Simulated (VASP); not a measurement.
# Si (R-3m) in VASP: notebook

The runs below take Si through single point, with PBEsol.

Everything below comes from runs of VASP 6.6.1. Logs are shortened: lines on timing, memory, paths and dates and some standing lists are left out, and cuts for length are marked.

**1. The cell of the first run**

It takes space group R-3m (No. 166, trigonal). The conventional cell has a = 3.828 Å, b = 3.828 Å, c = 9.600 Å, α = 90.00°, β = 90.00°, γ = 120.00°. Si (site symmetry 3m) has 4 Si at 2.36 to 2.38 Å within 3.1 Å.

**2. Single point, PBEsol**

The input, INCAR:

```
SYSTEM = Si
PREC     = Accurate       ! precision mode
ENCUT    = 500            ! plane-wave cutoff, eV
EDIFF    = 1E-6           ! SCF threshold, eV
ISMEAR   = 0              ! smearing method
SIGMA    = 0.01           ! smearing width, eV
LREAL    = .False.        ! projectors in reciprocal space
LASPH    = .True.         ! aspherical terms in the spheres
NELM     = 120            ! most SCF steps
ALGO     = Normal         ! electronic algorithm
ISIF     = 2              ! what is computed and relaxed
LWAVE    = .False.        ! write WAVECAR
LCHARG   = .False.        ! write CHGCAR
GGA      = PS             ! functional
NBANDS   = 11             ! bands
GGA_COMPAT= .False.
```

The input, KPOINTS:

```
regular mesh
0
Gamma
  9 9 9
  0 0 0
```

The input, POSCAR:

```
Si
1.0
    0.0427765645      2.7497787567      2.7497787567
    2.7497787567      0.0427765645      2.7497787567
    2.7497787567      2.7497787567      0.0427765645
Si
2
Direct
    0.0009681043      0.0009681043      0.0009681043
    0.2490318957      0.2490318957      0.2490318957
```

Potentials or basis: VASP PAW PBE potentials, release 64 (Si).

Command:

```
$ cat potpaw_PBE.64/Si/POTCAR > POTCAR
$ mpirun -np 1 vasp_std > vasp.out
```

OUTCAR:

```text
SYSTEM = Si
   PREC = Accurate
   ENCUT = 500
   EDIFF = 1E-6
   ISMEAR = 0
   LREAL = .False.
   LASPH = .True.
   NELM = 120
   ISIF = 2
   GGA = PS

 ion  position               nearest neighbor table
   1  0.001  0.001  0.001-   2 2.36   2 2.36   2 2.36   2 2.38
   2  0.249  0.249  0.249-   1 2.36   1 2.36   1 2.36   1 2.38

  LATTYP: Found a trigonal (rhomboedric) cell.
 ALAT       =     3.8890096755
 COS(alpha) =     0.5154939910

  Lattice vectors:

 A1 = (   0.0427765645,   2.7497787567,   2.7497787567)
 A2 = (   2.7497787567,   0.0427765645,   2.7497787567)
 A3 = (   2.7497787567,   2.7497787567,   0.0427765645)

Analysis of symmetry for initial positions (statically):
=====================================================================
 Subroutine PRICEL returns:
 Original cell was already a primitive cell.

 Routine SETGRP: Setting up the symmetry group for a
 trigonal (rhombohedral) supercell.

 Subroutine GETGRP returns: Found 12 space group operations
 (whereof  6 operations were pure point group operations)
 out of a pool of 12 trial point group operations.

The static configuration has the point symmetry C_3v.
 The point group associated with its full space group is D_3d.

Analysis of symmetry for dynamics (positions and initial velocities):
=====================================================================
 Subroutine PRICEL returns:
 Original cell was already a primitive cell.

 Routine SETGRP: Setting up the symmetry group for a
 trigonal (rhombohedral) supercell.

 Subroutine GETGRP returns: Found 12 space group operations
 (whereof  6 operations were pure point group operations)
 out of a pool of 12 trial point group operations.

The dynamic configuration has the point symmetry C_3v.
 The point group associated with its full space group is D_3d.

 Subroutine INISYM returns: Found 12 space group operations
 (whereof  6 operations are pure point group operations),
 and found     1 'primitive' translations

----------------------------------------------------------------------------------------

                                     Primitive cell

  volume of cell :      40.6135

  direct lattice vectors                    reciprocal lattice vectors
     0.042776565  2.749778757  2.749778757    -0.186131757  0.183280578  0.183280578
     2.749778757  0.042776565  2.749778757     0.183280578 -0.186131757  0.183280578
     2.749778757  2.749778757  0.042776565     0.183280578  0.183280578 -0.186131757

  length of vectors
     3.889009675  3.889009675  3.889009675     0.319105893  0.319105893  0.319105893

  position of ions in fractional coordinates (direct lattice)
     0.000968104  0.000968104  0.000968104
     0.249031896  0.249031896  0.249031896

  ion indices of the primitive-cell ions
   primitive index   ion index
                 1           1
                 2           2

----------------------------------------------------------------------------------------

 KPOINTS: regular mesh

Automatic generation of k-mesh.
 Grid dimensions read from file:
 generate k-points for:    9    9    9

 Generating k-lattice:

  Cartesian coordinates                     Fractional coordinates (reciprocal lattice)
    -0.020681306  0.020364509  0.020364509     0.111111111  0.000000000 -0.000000000
     0.020364509 -0.020681306  0.020364509     0.000000000  0.111111111 -0.000000000
     0.020364509  0.020364509 -0.020681306     0.000000000  0.000000000  0.111111111

  Length of vectors
     0.035456210  0.035456210  0.035456210

  Shift w.r.t. Gamma in fractional coordinates (k-lattice)
     0.000000000  0.000000000  0.000000000

 Subroutine IBZKPT returns following result:
 ===========================================

 Found     85 irreducible k-points:

 Following reciprocal coordinates:
            Coordinates               Weight
  0.000000  0.000000  0.000000      1.000000
  0.111111 -0.000000  0.000000      6.000000
  0.222222  0.000000  0.000000      6.000000
  0.333333  0.000000  0.000000      6.000000
  0.444444  0.000000  0.000000      6.000000
  0.111111  0.111111 -0.000000      6.000000
[... 16 lines left out ...]
 -0.333333  0.333333  0.000000      6.000000
  0.444444  0.444444 -0.000000      6.000000
 [... further k-points ...]
   k-points           NKPTS =     85   k-points in BZ     NKDIM =     85   number of bands    NBANDS=     11
   number of dos      NEDOS =    301   number of ions     NIONS =      2
   total plane-waves  NPLWV =  21952
   dimension x,y,z NGX =    28 NGY =   28 NGZ =   28
   dimension x,y,z NGXF=    56 NGYF=   56 NGZF=   56
   ions per type =               2
   NGX,Y,Z   is equivalent  to a cutoff of  11.97, 11.97, 11.97 a.u.
   NGXF,Y,Z  is equivalent  to a cutoff of  23.94, 23.94, 23.94 a.u.
 SYSTEM =  Si
   PREC   = accura    normal or accurate (medium, high low for compatibility)
   ISTART =      0    job   : 0-new  1-cont  2-samecut
   ICHARG =      2    charge: 1-file 2-atom 10-const
   ISPIN  =      1    spin polarized calculation?
   LNONCOLLINEAR =      F non collinear calculations
   LSORBIT =      F    spin-orbit coupling
   LASPH  =      T    aspherical Exc in radial PAW
   ENCUT  =  500.0 eV  36.75 Ry    6.06 a.u.   7.09  7.09  7.09*2*pi/ulx,y,z
   NELM   =    120;   NELMIN=  2; NELMDL= -5     # of ELM steps
   EDIFF  = 0.1E-05   stopping-criterion for ELM
   LREAL  =      F    real-space projection
   EDIFFG = 0.1E-04   stopping-criterion for IOM
   NSW    =      0    number of steps for IOM
   IBRION =     -1    ionic relax: 0-MD 1-quasi-New 2-CG
   NFREE  =      0    steps in history (QN), initial steepest desc. (CG)
   ISIF   =      2    stress and relaxation
   ISYM   =      2    0-nonsym 1-usesym 2-fastsym
   POTIM  = 0.5000    time-step for ionic-motion
   TEBEG  =    0.0;   TEEND  =   0.0 temperature during run
   PSTRESS=    0.0 pullay stress
   NELECT =       8.0000    total number of electrons
   NUPDOWN=      -1.0000    fix difference up-down
   EMIN   =  10.00;   EMAX   =-10.00  energy-range for DOS
   EFERMI =   0.00;   METHOD = LEGACY
   ISMEAR =     0;   SIGMA  =   0.01  broadening in eV -4-tet -1-fermi 0-gaus
   EFERMI_NEDOS =   21; number of points for ismear=-14 and -15
   IALGO  =     38    algorithm
   IMIX   =      4    mixing-type and parameters
     AMIX     =   0.40;   BMIX     =  1.00
     AMIX_MAG =   1.60;   BMIX_MAG =  1.00
  volume/ion in A,a.u.               =      20.31       137.04
  Fermi-wavevector in a.u.,A,eV,Ry     =   0.952536  1.800033 12.344911  0.907325
  Thomas-Fermi vector in A             =   2.081108
   LORBIT       =      0    0 simple, 1 ext, 2 COOP (PROOUT), +10 PAW based schemes
   GGA     = PS    functional components
   LHFCALC =     F    Hartree Fock is set to
   AEXX    =    0.0000 exact exchange contribution
   IVDW    =     0    specifies the selected vdW correction
   LEPSILON=     F    determine dielectric tensor
   LRPA    =     F    only Hartree local field effects (RPA)
 non-spin polarized calculation
 Gauss-broadening in eV      SIGMA  =   0.01
  energy-cutoff  :      500.00
  volume of cell :       40.61
 maximum number of plane-waves:      1041
   NGX = 15   NGY = 15   NGZ = 15

 number of electron       8.0000000 magnetization

 Free energy of the ion-electron system (eV)
  ---------------------------------------------------
  ext. energy  EPLUGINS =         0.00000000
  ---------------------------------------------------
  free energy    TOTEN  =       -11.48327878 eV

  energy without entropy =      -11.48327878  energy(sigma->0) =      -11.48327878

 E-fermi :   5.8285     XC(G=0):  -9.4995

 val. band max:        5.7212906296   @ k =   0.0000   0.0000   0.0000
 cond. band min:       6.1114151556   @ k =   0.4444   0.4444  -0.0000
 fundamental gap:      0.3901245260
 Fermi energy:         5.8285478978

 k-point     1 :       0.0000    0.0000    0.0000
  band No.  band energies     occupation
      1      -6.2451      2.00000
      2       5.5047      2.00000
      3       5.7213      2.00000
      4       5.7213      2.00000
      5       7.9045      0.00000
      6       8.2501      0.00000
      7       8.2501      0.00000
      8       8.8936      0.00000
      9      13.3083      0.00000
     10      13.3325      0.00000
     11      13.3325      0.00000

 k-point     2 :       0.1111   -0.0000    0.0000
  band No.  band energies     occupation
      1      -6.0829      2.00000
      2       4.3538      2.00000
      3       5.2945      2.00000
      4       5.4705      2.00000
      5       7.9915      0.00000
      6       8.4144      0.00000
      7       8.6047      0.00000
      8      10.0407      0.00000
      9      12.8595      0.00000
     10      12.9197      0.00000
     11      13.9909      0.00000

 k-point     3 :       0.2222    0.0000    0.0000
  band No.  band energies     occupation
      1      -5.6060      2.00000
      2       2.2795      2.00000
      3       4.8788      2.00000
      4       5.0262      2.00000
      5       7.5949      0.00000
      6       8.9187      0.00000
      7       9.1145      0.00000
      8      11.9233      0.00000
      9      12.5907      0.00000
     10      12.7395      0.00000
     11      14.4707      0.00000
[... 267 lines left out ...]
 k-point    23 :      -0.3333    0.3333    0.0000
  band No.  band energies     occupation
      1      -2.9506      2.00000
      2      -1.1119      2.00000
      3       1.2503      2.00000
      4       3.4663      2.00000
      5       7.0254      0.00000
      6      11.5068      0.00000
      7      11.9430      0.00000
      8      12.5613      0.00000
      9      12.8926      0.00000
     10      13.2164      0.00000
     11      19.8067      0.00000

 k-point    24 :       0.4444    0.4444   -0.0000
  band No.  band energies     occupation
      1      -2.9537      2.00000
      2      -1.2515      2.00000
      3       2.7623      2.00000
      4       2.9608      2.00000
      5       6.1114      0.00000
      6       6.5652      0.00000
      7      14.8259      0.00000
      8      14.8560      0.00000
      9      17.1129      0.00000
     10      17.2376      0.00000
     11      17.2802      0.00000

 [... further k-points ...]

------------------------ aborting loop because EDIFF is reached ----------------------------------------

  FORCE on cell =-STRESS in cart. coord.  units (eV):
  Direction    XX          YY          ZZ          XY          YZ          ZX
  --------------------------------------------------------------------------------------
  -------------------------------------------------------------------------------------
  Total       -0.2636782     -0.2636782     -0.2636782     -0.2944666     -0.2944666     -0.2944666
  in kB      -10.4019514    -10.4019514    -10.4019514    -11.6165362    -11.6165362    -11.6165362
  external PRESSURE =     -10.4019514 kB  Pullay stress =       0.0000000 kB

 VOLUME and BASIS-vectors are now :
 -----------------------------------------------------------------------------
  energy-cutoff  :      500.00
  volume of cell :       40.61
      direct lattice vectors                 reciprocal lattice vectors
     0.042776565  2.749778757  2.749778757    -0.186131757  0.183280578  0.183280578
     2.749778757  0.042776565  2.749778757     0.183280578 -0.186131757  0.183280578
     2.749778757  2.749778757  0.042776565     0.183280578  0.183280578 -0.186131757

 POSITION                                       TOTAL-FORCE (eV/Angst)
 -----------------------------------------------------------------------------------
      0.00537      0.00537      0.00537         0.001616      0.001616      0.001616
      1.38022      1.38022      1.38022        -0.001616     -0.001616     -0.001616
 -----------------------------------------------------------------------------------
    total drift:                                0.000000     -0.000000     -0.000000

  FREE ENERGIE OF THE ION-ELECTRON SYSTEM (eV)
  ---------------------------------------------------
  free  energy   TOTEN  =       -11.4832787775 eV

  energy  without entropy=      -11.4832787775  energy(sigma->0) =      -11.48327878
```

Run time: 48 s. Hardware: 1 thread of Intel Xeon 8259CL, shared host; peak memory 0.16 GiB.

Results:

```
Free energy            : -11.4833 eV
Pressure               : -1.0 GPa
Band gap on the k mesh : 0.39 eV (least direct gap 2.18 eV)
```

Forces in eV/Å, atoms in the order of the input:
```
Si   0.002  0.002  0.002
Si  -0.002 -0.002 -0.002
```

Levels at points of the mesh, in eV from the valence-band top:
```tsv
k point	band 1	band 2	band 3	band 4	band 5	band 6	band 7	band 8	band 9
(0.00, 0.00, 0.00)	-11.97	-0.22	0.00	0.00	2.18	2.53	2.53	3.17	7.59
```

Caveat: the PAW data sets were made with another functional, which shifts forces and pressure a little. A k mesh can miss the band edges.

**3. Single point, PBEsol**

The input, INCAR:

```
PREC = Accurate
ENCUT = 500
EDIFF = 1E-6
ISMEAR = 0
SIGMA = 0.01
LREAL = False
LASPH = True
NELM = 120
ALGO = Normal
ISIF = 2
LWAVE = False
LCHARG = True
GGA = PS
LELF = True
LVHAR = True
NBANDS = 11
GGA_COMPAT = False
```

The input, KPOINTS:

```
Automatic mesh
0
Gamma
  9 9 9
```

POSCAR is that of step 2.

Potentials or basis: VASP PAW PBE potentials, release 64 (Si).

Command:

```
$ cat potpaw_PBE.64/Si/POTCAR > POTCAR
$ mpirun -np 1 vasp_std > vasp.out
```

OUTCAR:

```text
PREC = Accurate
   ENCUT = 500
   EDIFF = 1E-6
   ISMEAR = 0
   LREAL = False
   LASPH = True
   NELM = 120
   ISIF = 2
   GGA = PS

 ion  position               nearest neighbor table
   1  0.001  0.001  0.001-   2 2.36   2 2.36   2 2.36   2 2.38
   2  0.249  0.249  0.249-   1 2.36   1 2.36   1 2.36   1 2.38

  LATTYP: Found a trigonal (rhomboedric) cell.
 ALAT       =     3.8890096755
 COS(alpha) =     0.5154939910

  Lattice vectors:

 A1 = (   0.0427765645,   2.7497787567,   2.7497787567)
 A2 = (   2.7497787567,   0.0427765645,   2.7497787567)
 A3 = (   2.7497787567,   2.7497787567,   0.0427765645)

Analysis of symmetry for initial positions (statically):
=====================================================================
 Subroutine PRICEL returns:
 Original cell was already a primitive cell.

 Routine SETGRP: Setting up the symmetry group for a
 trigonal (rhombohedral) supercell.

 Subroutine GETGRP returns: Found 12 space group operations
 (whereof  6 operations were pure point group operations)
 out of a pool of 12 trial point group operations.

The static configuration has the point symmetry C_3v.
 The point group associated with its full space group is D_3d.

Analysis of symmetry for dynamics (positions and initial velocities):
=====================================================================
 Subroutine PRICEL returns:
 Original cell was already a primitive cell.

 Routine SETGRP: Setting up the symmetry group for a
 trigonal (rhombohedral) supercell.

 Subroutine GETGRP returns: Found 12 space group operations
 (whereof  6 operations were pure point group operations)
 out of a pool of 12 trial point group operations.

The dynamic configuration has the point symmetry C_3v.
 The point group associated with its full space group is D_3d.

 Subroutine INISYM returns: Found 12 space group operations
 (whereof  6 operations are pure point group operations),
 and found     1 'primitive' translations

[... 122 lines left out ...]
   IVDW    =     0    specifies the selected vdW correction
   LEPSILON=     F    determine dielectric tensor
   LRPA    =     F    only Hartree local field effects (RPA)
 non-spin polarized calculation
 Gauss-broadening in eV      SIGMA  =   0.01
  energy-cutoff  :      500.00
  volume of cell :       40.61
 maximum number of plane-waves:      1041
   NGX = 15   NGY = 15   NGZ = 15

 number of electron       8.0000000 magnetization

 Free energy of the ion-electron system (eV)
  ---------------------------------------------------
  ext. energy  EPLUGINS =         0.00000000
  ---------------------------------------------------
  free energy    TOTEN  =       -11.48327878 eV

  energy without entropy =      -11.48327878  energy(sigma->0) =      -11.48327878

 E-fermi :   5.8285     XC(G=0):  -9.4995

 val. band max:        5.7212906296   @ k =   0.0000   0.0000   0.0000
 cond. band min:       6.1114151556   @ k =   0.4444   0.4444  -0.0000
 fundamental gap:      0.3901245260
 Fermi energy:         5.8285478978

 k-point     1 :       0.0000    0.0000    0.0000
  band No.  band energies     occupation
      1      -6.2451      2.00000
      2       5.5047      2.00000
      3       5.7213      2.00000
      4       5.7213      2.00000
      5       7.9045      0.00000
      6       8.2501      0.00000
      7       8.2501      0.00000
      8       8.8936      0.00000
      9      13.3083      0.00000
     10      13.3325      0.00000
     11      13.3325      0.00000
[... 309 lines left out ...]
 k-point    24 :       0.4444    0.4444   -0.0000
  band No.  band energies     occupation
      1      -2.9537      2.00000
      2      -1.2515      2.00000
      3       2.7623      2.00000
      4       2.9608      2.00000
      5       6.1114      0.00000
      6       6.5652      0.00000
      7      14.8259      0.00000
      8      14.8560      0.00000
      9      17.1129      0.00000
     10      17.2376      0.00000
     11      17.2802      0.00000

 [... further k-points ...]

------------------------ aborting loop because EDIFF is reached ----------------------------------------

  FORCE on cell =-STRESS in cart. coord.  units (eV):
  Direction    XX          YY          ZZ          XY          YZ          ZX
  --------------------------------------------------------------------------------------
  -------------------------------------------------------------------------------------
  Total       -0.2636782     -0.2636782     -0.2636782     -0.2944666     -0.2944666     -0.2944666
  in kB      -10.4019514    -10.4019514    -10.4019514    -11.6165362    -11.6165362    -11.6165362
  external PRESSURE =     -10.4019514 kB  Pullay stress =       0.0000000 kB

 VOLUME and BASIS-vectors are now :
 -----------------------------------------------------------------------------
  energy-cutoff  :      500.00
  volume of cell :       40.61
      direct lattice vectors                 reciprocal lattice vectors
     0.042776565  2.749778757  2.749778757    -0.186131757  0.183280578  0.183280578
     2.749778757  0.042776565  2.749778757     0.183280578 -0.186131757  0.183280578
     2.749778757  2.749778757  0.042776565     0.183280578  0.183280578 -0.186131757

 POSITION                                       TOTAL-FORCE (eV/Angst)
 -----------------------------------------------------------------------------------
      0.00537      0.00537      0.00537         0.001616      0.001616      0.001616
      1.38022      1.38022      1.38022        -0.001616     -0.001616     -0.001616
 -----------------------------------------------------------------------------------
    total drift:                                0.000000     -0.000000     -0.000000

  FREE ENERGIE OF THE ION-ELECTRON SYSTEM (eV)
  ---------------------------------------------------
  free  energy   TOTEN  =       -11.4832787775 eV

  energy  without entropy=      -11.4832787775  energy(sigma->0) =      -11.48327878
```

Run time: 48 s. Hardware: 1 thread of Intel Xeon 8259CL, shared host; peak memory 0.16 GiB.

What came out:

* Free energy: -11.4833 eV
* Pressure: -1.0 GPa
* Band gap on the k mesh: 0.39 eV (least direct gap 2.18 eV)

Forces in eV/Å, atoms in the order of the input:
```
Si   0.002  0.002  0.002
Si  -0.002 -0.002 -0.002
```

Stress tensor (GPa, compression positive):
```
-1.04 -1.16 -1.16
-1.16 -1.04 -1.16
-1.16 -1.16 -1.04
```

Caveat: the PAW data sets were made with another functional, which shifts forces and pressure a little.
